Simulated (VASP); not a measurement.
# Mo (P6/mmm) in VASP: a series of runs, part 2 of 2

VASP 6.6.1. The steps go on from the part before.

## Step 3: Single point, PBE (strain -0.030 along x and y, -0.030 along z)

The input, INCAR:

```
SYSTEM = Mo
PREC     = Accurate       ! precision mode
ENCUT    = 520            ! plane-wave cutoff, eV
EDIFF    = 1E-6           ! SCF threshold, eV
ISMEAR   = 0              ! smearing method
SIGMA    = 0.15           ! smearing width, eV
LREAL    = .FALSE.        ! projectors in reciprocal space
LASPH    = .TRUE.         ! aspherical terms in the spheres
NELM     = 60             ! most SCF steps
ALGO     = Fast           ! electronic algorithm
ISIF     = 2              ! what is computed and relaxed
LWAVE    = .FALSE.        ! write WAVECAR
LCHARG   = .FALSE.        ! write CHGCAR
GGA      = PE             ! functional
NBANDS   = 13             ! bands
```

The input, KPOINTS:

```
Automatic mesh
0
G
  21 21 18
  0 0 0
```

The input, POSCAR:

```
Mo
1.0
    2.6534450853      0.0000000000      0.0000000000
   -1.3267225426      2.2979508514      0.0000000000
    0.0000000000      0.0000000000      2.4785252790
Mo
1
Direct
    0.0000000000      0.0000000000      0.5000000000
```

Potentials or basis: VASP PAW PBE potentials, release 64 (Mo_sv).

Command:

```bash
> cat potpaw_PBE.64/Mo_sv/POTCAR > POTCAR
> mpirun -np 1 vasp_std > vasp.out
```

Run time: 40 s. Hardware: 1 thread of Intel Xeon Platinum 8559C (Emerald Rapids), shared host; peak memory 0.19 GiB.

The run converged. Its results:

```yaml
Free_energy: -9.9172 eV
Pressure: 28.5 GPa
Band_gap_on_the_k_mesh: zero (band 7 reaches 14.08 eV, above the bottom of band 8 at 11.92 eV)
```

Stress tensor (GPa, compression positive):
```
32.00  0.00  0.00
 0.00 32.00  0.00
 0.00  0.00 21.48
```

Levels at points of the mesh, in eV from the Fermi level:
```csv
k point,band 5,band 6,band 7,band 8,band 9,band 10
"(0.00, 0.00, 0.00)",-7.05,-4.83,-1.08,-1.08,4.68,4.68
"(0.00, 0.00, 0.50)",-3.88,-0.14,-0.14,0.14,0.89,0.89
```

Caveat: the cell differs from its parent crystal (strain -0.030 along x and y, -0.030 along z).

## Step 4: Single point, PBE (strain -0.030 along x and y, -0.015 along z)

The input, INCAR:

```
PREC = Accurate
ENCUT = 520
EDIFF = 1E-6
ISMEAR = 0
SIGMA = 0.15
LREAL = False
LASPH = True
NELM = 60
ALGO = Normal
ISIF = 2
LWAVE = False
LCHARG = False
GGA = PE
NBANDS = 13
```

The input, KPOINTS:

```
regular mesh
0
Gamma
  21 21 18
```

POSCAR, as its differences from that of step 3:

```diff
@@ -4,3 +4,3 @@
    -1.3267225426      2.2979508514      0.0000000000
-    0.0000000000      0.0000000000      2.4785252790
+    0.0000000000      0.0000000000      2.5168529895
 Mo
```

Command:

```bash
> cat potpaw_PBE.64/Mo_sv/POTCAR > POTCAR
> mpirun -np 1 vasp_std > vasp.out
```

It took 32 s on 1 thread of Intel Xeon Platinum 8559C (Emerald Rapids), shared host; peak memory 0.19 GiB.

The run converged. Its results:

```yaml
Free_energy: -9.9425 eV
Pressure: 24.0 GPa
Band_gap_on_the_k_mesh: zero (band 7 reaches 13.74 eV, above the bottom of band 8 at 11.74 eV)
```

Stress tensor (GPa, compression positive):
```
29.37  0.00  0.00
 0.00 29.37  0.00
 0.00  0.00 13.33
```

Levels at points of the mesh, in eV from the Fermi level:
| k point | band 3 | band 4 | band 5 | band 6 | band 7 | band 8 | band 9 | band 10 | band 11 | band 12 |
| --- | --- | --- | --- | --- | --- | --- | --- | --- | --- | --- |
| (0.00, 0.00, 0.00) | -34.15 | -34.15 | -7.04 | -4.75 | -1.05 | -1.05 | 4.50 | 4.50 | 13.13 | 16.03 |
| (0.00, 0.00, 0.50) | -33.97 | -33.97 | -3.98 | -0.20 | -0.20 | -0.03 | 1.03 | 1.03 | 10.74 | 16.21 |

Caveat: the cell differs from its parent crystal (strain -0.030 along x and y, -0.015 along z).

## Step 5: Single point, PBE (strain -0.030 along x and y, +0.000 along z)

The input, INCAR:

```
PREC = Accurate
ENCUT = 520
EDIFF = 1E-6
ISMEAR = 0
SIGMA = 0.15
LREAL = F
LASPH = T
NELM = 80
ALGO = Fast
ISIF = 2
LWAVE = F
LCHARG = T
GGA = PE
LELF = T
LVHAR = T
NBANDS = 13
```

The input, KPOINTS:

```
Automatic mesh
0
Gamma
  21 21 18
```

POSCAR, as its differences from that of step 4:

```diff
@@ -4,3 +4,3 @@
    -1.3267225426      2.2979508514      0.0000000000
-    0.0000000000      0.0000000000      2.5168529895
+    0.0000000000      0.0000000000      2.5551807000
 Mo
```

Potentials or basis: VASP PAW PBE potentials, release 64 (Mo_sv).

Command:

```bash
> cat potpaw_PBE.64/Mo_sv/POTCAR > POTCAR
> mpirun -np 1 vasp_std > vasp.out
```

OUTCAR:

```text
PREC = Accurate
   ENCUT = 520
   EDIFF = 1E-6
   ISMEAR = 0
   LREAL = F
   LASPH = T
   NELM = 80
   ISIF = 2
   GGA = PE

 ion  position               nearest neighbor table
   1  0.000  0.000  0.500-

  LATTYP: Found a hexagonal cell.
 ALAT       =     2.6534450853
 C/A-ratio  =     0.9629672437

  Lattice vectors:

 A1 = (   2.6534450853,   0.0000000000,   0.0000000000)
 A2 = (  -1.3267225426,   2.2979508514,   0.0000000000)
 A3 = (   0.0000000000,   0.0000000000,   2.5551807000)

Analysis of symmetry for initial positions (statically):
=====================================================================
 Subroutine PRICEL returns:
 Original cell was already a primitive cell.

 Routine SETGRP: Setting up the symmetry group for a
 hexagonal supercell.

 Subroutine GETGRP returns: Found 24 space group operations
 (whereof 24 operations were pure point group operations)
 out of a pool of 24 trial point group operations.

The static configuration has the point symmetry D_6h.

Analysis of symmetry for dynamics (positions and initial velocities):
=====================================================================
[... 162 lines left out ...]
 fundamental gap:      0.0142938774
 Fermi energy:        12.5841277882

 k-point     1 :       0.0000    0.0000    0.0000
  band No.  band energies     occupation
      1     -48.5331      2.00000
      2     -21.7380      2.00000
      3     -21.5945      2.00000
      4     -21.5945      2.00000
      5       5.5577      2.00000
      6       7.9043      2.00000
      7      11.5512      2.00000
      8      11.5512      2.00000
      9      16.9061      0.00000
     10      16.9061      0.00000
     11      25.7821      0.00000
     12      28.0582      0.00000
     13      34.2523      0.00000
[... 354 lines left out ...]
  band No.  band energies     occupation
      1     -48.3738      2.00000
      2     -22.5042      2.00000
      3     -21.8501      2.00000
      4     -21.6291      2.00000
      5       7.5608      2.00000
      6       8.8953      2.00000
      7      10.2075      2.00000
      8      14.1811      0.00000
      9      14.7310      0.00000
     10      16.3704      0.00000
     11      27.5104      0.00000
     12      28.9851      0.00000
     13      32.4098      0.00000

 [... further k-points ...]
[... 5 lines left out ...]
  --------------------------------------------------------------------------------------
  -------------------------------------------------------------------------------------
  Total        2.6289178      2.6289178      0.6064337      0.0000000      0.0000000      0.0000000
  in kB      270.3429986    270.3429986     62.3622045      0.0000000      0.0000000      0.0000000
  external PRESSURE =     201.0160672 kB  Pullay stress =       0.0000000 kB

 VOLUME and BASIS-vectors are now :
 -----------------------------------------------------------------------------
  energy-cutoff  :      520.00
  volume of cell :       15.58
      direct lattice vectors                 reciprocal lattice vectors
     2.653445085  0.000000000  0.000000000     0.376868549  0.217585158  0.000000000
    -1.326722543  2.297950851  0.000000000     0.000000000  0.435170317  0.000000000
     0.000000000  0.000000000  2.555180700     0.000000000  0.000000000  0.391361754

 POSITION                                       TOTAL-FORCE (eV/Angst)
 -----------------------------------------------------------------------------------
      0.00000      0.00000      1.27759         0.000000      0.000000      0.000000
 -----------------------------------------------------------------------------------
    total drift:                               -0.000000      0.000000     -0.000000

  FREE ENERGIE OF THE ION-ELECTRON SYSTEM (eV)
  ---------------------------------------------------
  free  energy   TOTEN  =        -9.9567903697 eV

  energy  without entropy=       -9.9475423731  energy(sigma->0) =       -9.95216637
```

It took 40 s on 1 thread of Intel Xeon Platinum 8559C (Emerald Rapids), shared host; peak memory 0.19 GiB.

What came out:

* Free energy: -9.9568 eV
* Pressure: 20.1 GPa
* Band gap on the k mesh: zero (band 7 reaches 13.48 eV, above the bottom of band 8 at 11.55 eV)

Stress tensor (GPa, compression positive):
```
27.03  0.00  0.00
 0.00 27.03  0.00
 0.00  0.00  6.24
```

Caveat: the cell differs from its parent crystal (strain -0.030 along x and y, +0.000 along z).

## Step 6: The runs side by side

```tsv
cell	gap on the mesh (eV)	pressure (GPa)
a = 2.818, b = 2.818, c = 2.632 Å, angles 90.0, 90.0, 120.0°, 1 atom	none	-12.7
a = 2.653, b = 2.653, c = 2.479 Å, angles 90.0, 90.0, 120.0°, 1 atom	none	28.5
a = 2.653, b = 2.653, c = 2.517 Å, angles 90.0, 90.0, 120.0°, 1 atom	none	24.0
a = 2.653, b = 2.653, c = 2.555 Å, angles 90.0, 90.0, 120.0°, 1 atom	none	20.1
```

Alike in all rows: task single point; level PBE; potentials or basis VASP PAW PBE potentials, release 64 (Mo_sv); no spin polarisation; k mesh 21 × 21 × 18; cutoff (eV) 520; smearing gaussian 0.15 eV.

Absolute energies hang on the potentials; compare differences alone.
